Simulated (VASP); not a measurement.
# K2Li (Pmma) in VASP: single point with PBE

Aim: the single point of K2Li with PBE.

All numbers are computed with VASP 6.6.1; they aren't measurements. Logs are shortened: lines on timing, memory, paths and dates and some standing lists are left out, and cuts for length are marked.

## 1. The cell of the first run

Symmetry: Pmma, No. 51, orthorhombic system. Conventional cell: a = 8.248 Å, b = 4.295 Å, c = 9.348 Å, α = 90.00°, β = 90.00°, γ = 90.00°. Within 5.0 Å of K (site symmetry 2/m) lie 4 Li at 3.78 Å and 6 K at 4.12 to 4.31 Å. Within 5.1 Å of K (site symmetry mm2) lie 6 Li at 3.88 to 4.87 Å and 6 K at 4.29 to 4.49 Å. Within 5.0 Å of Li (site symmetry mm2) lie 10 K at 3.78 to 4.87 Å and 2 Li at 4.29 Å.

The cell was generated, and may not be a known phase.

## 2. Single point, PBE

The input, INCAR:

```
ALGO     = All            # electronic algorithm
EDIFF    = 1E-6           # SCF threshold, eV
ENCUT    = 1000           # plane-wave cutoff, eV
GGA      = PE             # functional
GGA_COMPAT= F            
ISEARCH  = 1            
ISIF     = 2              # what is computed and relaxed
ISMEAR   = 0              # smearing method
KPAR     = 4            
LASPH    = T              # aspherical terms in the spheres
LCHARG   = F              # write CHGCAR
LREAL    = F              # projectors in reciprocal space
LWAVE    = F              # write WAVECAR
NBANDS   = 30             # bands
NELM     = 300            # most SCF steps
PREC     = Accurate       # precision mode
SIGMA    = 0.1            # smearing width, eV
```

The input, KPOINTS:

```
k-points
0
Gamma
  2 4 2
```

The input, POSCAR:

```
K2Li
1.0
    8.2479945000      0.0000000000      0.0000000000
    0.0000000000      4.2946843700      0.0000000000
    0.0000000000      0.0000000000      9.3478003600
K Li
4 2
Direct
    0.5000000000      0.0000000000      0.0000000000
    0.0000000000      0.0000000000      0.0000000000
    0.7500000000      0.0000000000      0.4045645500
    0.2500000000      0.0000000000      0.5954354500
    0.2500000000      0.5000000000      0.2500000000
    0.7500000000      0.5000000000      0.7500000000
```

Potentials or basis: VASP PAW PBE potentials, release 64 (K_sv, Li_sv).

Started as:

```bash
$ cat potpaw_PBE.64/K_sv/POTCAR potpaw_PBE.64/Li_sv/POTCAR > POTCAR
$ mpirun -np 4 vasp_std > vasp.out
```

OUTCAR:

```text
EDIFF = 1E-6
   ENCUT = 1000
   GGA = PE
   ISIF = 2
   ISMEAR = 0
   LASPH = T
   LREAL = F
   NELM = 300
   PREC = Accurate

 ion  position               nearest neighbor table
   1  0.500  0.000  0.000-
   2  0.000  0.000  0.000-
   3  0.750  0.000  0.405-
   4  0.250  0.000  0.595-
   5  0.250  0.500  0.250-
   6  0.750  0.500  0.750-

  LATTYP: Found a simple orthorhombic cell.
 ALAT       =     4.2946843700
 B/A-ratio  =     1.9205123798
 C/A-ratio  =     2.1765977554

  Lattice vectors:

 A1 = (   0.0000000000,  -4.2946843700,   0.0000000000)
 A2 = (   8.2479945000,   0.0000000000,   0.0000000000)
 A3 = (   0.0000000000,   0.0000000000,   9.3478003600)

Analysis of symmetry for initial positions (statically):
=====================================================================
 Subroutine PRICEL returns:
 Original cell was already a primitive cell.

 Routine SETGRP: Setting up the symmetry group for a
 simple orthorhombic supercell.

 Subroutine GETGRP returns: Found  8 space group operations
 (whereof  4 operations were pure point group operations)
 out of a pool of  8 trial point group operations.

The static configuration has the point symmetry C_2h.
 The point group associated with its full space group is D_2h.

Analysis of symmetry for dynamics (positions and initial velocities):
=====================================================================
 Subroutine PRICEL returns:
 Original cell was already a primitive cell.

 Routine SETGRP: Setting up the symmetry group for a
 simple orthorhombic supercell.

 Subroutine GETGRP returns: Found  8 space group operations
 (whereof  4 operations were pure point group operations)
 out of a pool of  8 trial point group operations.

The dynamic configuration has the point symmetry C_2h.
 The point group associated with its full space group is D_2h.

 Subroutine INISYM returns: Found  8 space group operations
 (whereof  4 operations are pure point group operations),
 and found     1 'primitive' translations

----------------------------------------------------------------------------------------

                                     Primitive cell

  volume of cell :     331.1228

  direct lattice vectors                    reciprocal lattice vectors
     8.247994500  0.000000000  0.000000000     0.121241594  0.000000000  0.000000000
     0.000000000  4.294684370  0.000000000     0.000000000  0.232845982  0.000000000
     0.000000000  0.000000000  9.347800360     0.000000000  0.000000000  0.106977039

  length of vectors
     8.247994500  4.294684370  9.347800360     0.121241594  0.232845982  0.106977039

  position of ions in fractional coordinates (direct lattice)
     0.500000000  0.000000000  0.000000000
     0.000000000  0.000000000  0.000000000
     0.750000000  0.000000000  0.404564550
     0.250000000  0.000000000  0.595435450
     0.250000000  0.500000000  0.250000000
     0.750000000  0.500000000  0.750000000

  ion indices of the primitive-cell ions
   primitive index   ion index
                 1           1
                 2           2
                 3           3
                 4           4
                 5           5
                 6           6

----------------------------------------------------------------------------------------

 KPOINTS: k-points

Automatic generation of k-mesh.
 Grid dimensions read from file:
 generate k-points for:    2    4    2

 Generating k-lattice:

  Cartesian coordinates                     Fractional coordinates (reciprocal lattice)
     0.060620797  0.000000000  0.000000000     0.500000000  0.000000000  0.000000000
     0.000000000  0.058211496  0.000000000     0.000000000  0.250000000  0.000000000
     0.000000000  0.000000000  0.053488519     0.000000000  0.000000000  0.500000000

  Length of vectors
     0.060620797  0.058211496  0.053488519

  Shift w.r.t. Gamma in fractional coordinates (k-lattice)
     0.000000000  0.000000000  0.000000000

 Subroutine IBZKPT returns following result:
 ===========================================

 Found     12 irreducible k-points:

 Following reciprocal coordinates:
            Coordinates               Weight
  0.000000  0.000000  0.000000      1.000000
  0.500000  0.000000  0.000000      1.000000
  0.000000  0.250000  0.000000      2.000000
  0.500000  0.250000  0.000000      2.000000
  0.000000  0.500000  0.000000      1.000000
  0.500000  0.500000  0.000000      1.000000
  0.000000  0.000000  0.500000      1.000000
  0.500000  0.000000  0.500000      1.000000
  0.000000  0.250000  0.500000      2.000000
  0.500000  0.250000  0.500000      2.000000
  0.000000  0.500000  0.500000      1.000000
  0.500000  0.500000  0.500000      1.000000
   k-points           NKPTS =     12   k-points in BZ     NKDIM =     12   number of bands    NBANDS=     30
   number of dos      NEDOS =    301   number of ions     NIONS =      6
   total plane-waves  NPLWV = 414720
   dimension x,y,z NGX =    90 NGY =   48 NGZ =   96
   dimension x,y,z NGXF=   180 NGYF=   96 NGZF=  192
   ions per type =               4   2
   NGX,Y,Z   is equivalent  to a cutoff of  18.14, 18.58, 17.07 a.u.
   NGXF,Y,Z  is equivalent  to a cutoff of  36.28, 37.16, 34.15 a.u.
 SYSTEM =  unknown system
   PREC   = accura    normal or accurate (medium, high low for compatibility)
   ISTART =      0    job   : 0-new  1-cont  2-samecut
   ICHARG =      2    charge: 1-file 2-atom 10-const
   ISPIN  =      1    spin polarized calculation?
   LNONCOLLINEAR =      F non collinear calculations
   LSORBIT =      F    spin-orbit coupling
   LASPH  =      T    aspherical Exc in radial PAW
   ENCUT  = 1000.0 eV  73.50 Ry    8.57 a.u.  21.27 11.07 24.10*2*pi/ulx,y,z
   NELM   =    300;   NELMIN=  2; NELMDL= -5     # of ELM steps
   EDIFF  = 0.1E-05   stopping-criterion for ELM
   LREAL  =      F    real-space projection
   EDIFFG = 0.1E-04   stopping-criterion for IOM
   NSW    =      0    number of steps for IOM
   IBRION =     -1    ionic relax: 0-MD 1-quasi-New 2-CG
   NFREE  =      0    steps in history (QN), initial steepest desc. (CG)
   ISIF   =      2    stress and relaxation
   ISYM   =      2    0-nonsym 1-usesym 2-fastsym
   POTIM  = 0.5000    time-step for ionic-motion
   TEBEG  =    0.0;   TEEND  =   0.0 temperature during run
   PSTRESS=    0.0 pullay stress
   NELECT =      42.0000    total number of electrons
   NUPDOWN=      -1.0000    fix difference up-down
   EMIN   =  10.00;   EMAX   =-10.00  energy-range for DOS
   EFERMI =   0.00;   METHOD = LEGACY
   ISMEAR =     0;   SIGMA  =   0.10  broadening in eV -4-tet -1-fermi 0-gaus
   EFERMI_NEDOS =   21; number of points for ismear=-14 and -15
   IALGO  =     58    algorithm
   IMIX   =      4    mixing-type and parameters
     AMIX     =   0.40;   BMIX     =  1.00
     AMIX_MAG =   1.60;   BMIX_MAG =  1.00
  volume/ion in A,a.u.               =      55.19       372.42
  Fermi-wavevector in a.u.,A,eV,Ry     =   0.822549  1.554392  9.205515  0.676586
  Thomas-Fermi vector in A             =   1.933903
   LORBIT       =      0    0 simple, 1 ext, 2 COOP (PROOUT), +10 PAW based schemes
   GGA     = PE    functional components
   LHFCALC =     F    Hartree Fock is set to
   AEXX    =    0.0000 exact exchange contribution
   IVDW    =     0    specifies the selected vdW correction
   LEPSILON=     F    determine dielectric tensor
   LRPA    =     F    only Hartree local field effects (RPA)
 non-spin polarized calculation
 Gauss-broadening in eV      SIGMA  =   0.10
  energy-cutoff  :     1000.00
  volume of cell :      331.12
 maximum number of plane-waves:     23832
 NGX is ok and might be reduce to    90
   NGX = 43   NGY = 23   NGZ = 49

 number of electron      42.0000000 magnetization

 Free energy of the ion-electron system (eV)
  ---------------------------------------------------
  ext. energy  EPLUGINS =         0.00000000
  ---------------------------------------------------
  free energy    TOTEN  =        -6.82199700 eV

  energy without entropy =       -6.78367572  energy(sigma->0) =       -6.80283636

 E-fermi :  -0.0107     XC(G=0):  -5.9092

 val. band max:       -0.0177168118   @ k =   0.0000   0.0000   0.5000
 cond. band min:       0.0133632010   @ k =   0.0000   0.0000   0.0000
 fundamental gap:      0.0310800128
 Fermi energy:        -0.0107441568

 k-point     1 :       0.0000    0.0000    0.0000
  band No.  band energies     occupation
      1     -47.8522      2.00000
      2     -47.8522      2.00000
      3     -32.0911      2.00000
      4     -32.0888      2.00000
      5     -31.9226      2.00000
      6     -31.9151      2.00000
[... 22 lines left out ...]
     29       3.2306      0.00000
     30       3.2526      0.00000

 k-point     2 :       0.5000    0.0000    0.0000
  band No.  band energies     occupation
      1     -47.8522      2.00000
      2     -47.8522      2.00000
      3     -32.0900      2.00000
      4     -32.0900      2.00000
      5     -31.9188      2.00000
      6     -31.9188      2.00000
[... 22 lines left out ...]
     29       3.1293      0.00000
     30       3.1665      0.00000

 k-point     3 :       0.0000    0.2500    0.0000
  band No.  band energies     occupation
      1     -47.8522      2.00000
      2     -47.8522      2.00000
      3     -32.0890      2.00000
      4     -32.0867      2.00000
      5     -31.9203      2.00000
      6     -31.9129      2.00000
[... 22 lines left out ...]
     29       2.3542      0.00000
     30       2.9847      0.00000

 k-point     4 :       0.5000    0.2500    0.0000
  band No.  band energies     occupation
      1     -47.8522      2.00000
      2     -47.8522      2.00000
      3     -32.0878      2.00000
      4     -32.0878      2.00000
      5     -31.9166      2.00000
      6     -31.9166      2.00000
[... 22 lines left out ...]
     29       3.0264      0.00000
     30       3.0566      0.00000

 k-point     5 :       0.0000    0.5000    0.0000
  band No.  band energies     occupation
      1     -47.8522      2.00000
      2     -47.8522      2.00000
      3     -32.0868      2.00000
      4     -32.0846      2.00000
      5     -31.9181      2.00000
      6     -31.9107      2.00000
[... 22 lines left out ...]
     29       2.2312      0.00000
     30       2.2389      0.00000

 k-point     6 :       0.5000    0.5000    0.0000
  band No.  band energies     occupation
      1     -47.8522      2.00000
      2     -47.8522      2.00000
      3     -32.0857      2.00000
      4     -32.0857      2.00000
      5     -31.9144      2.00000
      6     -31.9144      2.00000
[... 22 lines left out ...]
     29       2.4297      0.00000
     30       2.4297      0.00000

 k-point     7 :       0.0000    0.0000    0.5000
  band No.  band energies     occupation
      1     -47.8522      2.00000
      2     -47.8522      2.00000
      3     -32.0911      2.00000
      4     -32.0888      2.00000
      5     -31.9226      2.00000
      6     -31.9151      2.00000
[... 22 lines left out ...]
     29       2.9650      0.00000
     30       3.0462      0.00000

 k-point     8 :       0.5000    0.0000    0.5000
  band No.  band energies     occupation
      1     -47.8522      2.00000
      2     -47.8522      2.00000
      3     -32.0900      2.00000
      4     -32.0900      2.00000
      5     -31.9188      2.00000
      6     -31.9188      2.00000
[... 22 lines left out ...]
     29       2.7039      0.00000
     30       2.7039      0.00000

 k-point     9 :       0.0000    0.2500    0.5000
  band No.  band energies     occupation
      1     -47.8522      2.00000
      2     -47.8522      2.00000
      3     -32.0890      2.00000
      4     -32.0867      2.00000
      5     -31.9203      2.00000
      6     -31.9129      2.00000
[... 22 lines left out ...]
     29       2.5836      0.00000
     30       3.2271      0.00000

 k-point    10 :       0.5000    0.2500    0.5000
  band No.  band energies     occupation
      1     -47.8522      2.00000
      2     -47.8522      2.00000
      3     -32.0878      2.00000
      4     -32.0878      2.00000
      5     -31.9166      2.00000
      6     -31.9166      2.00000
[... 22 lines left out ...]
     29       2.7101      0.00000
     30       2.7322      0.00000

 k-point    11 :       0.0000    0.5000    0.5000
  band No.  band energies     occupation
      1     -47.8522      2.00000
      2     -47.8522      2.00000
      3     -32.0868      2.00000
      4     -32.0846      2.00000
      5     -31.9181      2.00000
      6     -31.9107      2.00000
[... 22 lines left out ...]
     29       2.1563      0.00000
     30       2.3496      0.00000

 k-point    12 :       0.5000    0.5000    0.5000
  band No.  band energies     occupation
      1     -47.8522      2.00000
      2     -47.8522      2.00000
      3     -32.0857      2.00000
      4     -32.0857      2.00000
      5     -31.9144      2.00000
      6     -31.9144      2.00000
[... 22 lines left out ...]
     29       2.9764      0.00000
     30       3.0264      0.00000

------------------------ aborting loop because EDIFF is reached ----------------------------------------

  FORCE on cell =-STRESS in cart. coord.  units (eV):
  Direction    XX          YY          ZZ          XY          YZ          ZX
  --------------------------------------------------------------------------------------
  -------------------------------------------------------------------------------------
  Total       -0.6652471      0.4190355      1.2900134      0.0000000      0.0000000      0.0000000
  in kB       -3.2188781      2.0275536      6.2418849      0.0000000      0.0000000      0.0000000
  external PRESSURE =       1.6835201 kB  Pullay stress =       0.0000000 kB

 VOLUME and BASIS-vectors are now :
 -----------------------------------------------------------------------------
  energy-cutoff  :     1000.00
  volume of cell :      331.12
      direct lattice vectors                 reciprocal lattice vectors
     8.247994500  0.000000000  0.000000000     0.121241594  0.000000000  0.000000000
     0.000000000  4.294684370  0.000000000     0.000000000  0.232845982  0.000000000
     0.000000000  0.000000000  9.347800360     0.000000000  0.000000000  0.106977039

 POSITION                                       TOTAL-FORCE (eV/Angst)
 -----------------------------------------------------------------------------------
      4.12400      0.00000      0.00000        -0.000000     -0.000000      0.000000
      0.00000      0.00000      0.00000        -0.000000     -0.000000      0.000000
      6.18600      0.00000      3.78179        -0.000000     -0.000000      0.039446
      2.06200      0.00000      5.56601         0.000000     -0.000000     -0.039446
      2.06200      2.14734      2.33695        -0.000000      0.000000      0.128780
      6.18600      2.14734      7.01085        -0.000000     -0.000000     -0.128780
 -----------------------------------------------------------------------------------
    total drift:                                0.000000     -0.000000      0.000000

  FREE ENERGIE OF THE ION-ELECTRON SYSTEM (eV)
  ---------------------------------------------------
  free  energy   TOTEN  =        -6.8219970037 eV

  energy  without entropy=       -6.7836735519  energy(sigma->0) =       -6.80283528
```

Wall time 2.7 min (4 MPI ranks of AMD EPYC 7R43 (Zen 3), shared host); peak memory 1.1 GiB.

Results:

```
Free energy            : -6.8220 eV
Pressure               : 0.2 GPa
Largest force          : 0.129 eV/Å
Band gap on the k mesh : zero (bands 21 and 22 overlap by 1.72 eV)
```

Forces in eV/Å, atoms in the order of the input:
```
K    0.000  0.000  0.000
K    0.000  0.000  0.000
K    0.000  0.000  0.039
K    0.000  0.000 -0.039
Li   0.000  0.000  0.129
Li   0.000  0.000 -0.129
```

Caveat: the k points lie up to 0.38 Å⁻¹ apart, too coarse for converged energies and pressures of a metal.

The gap in the log of VASP goes by the Fermi energy; the results here count the filled bands.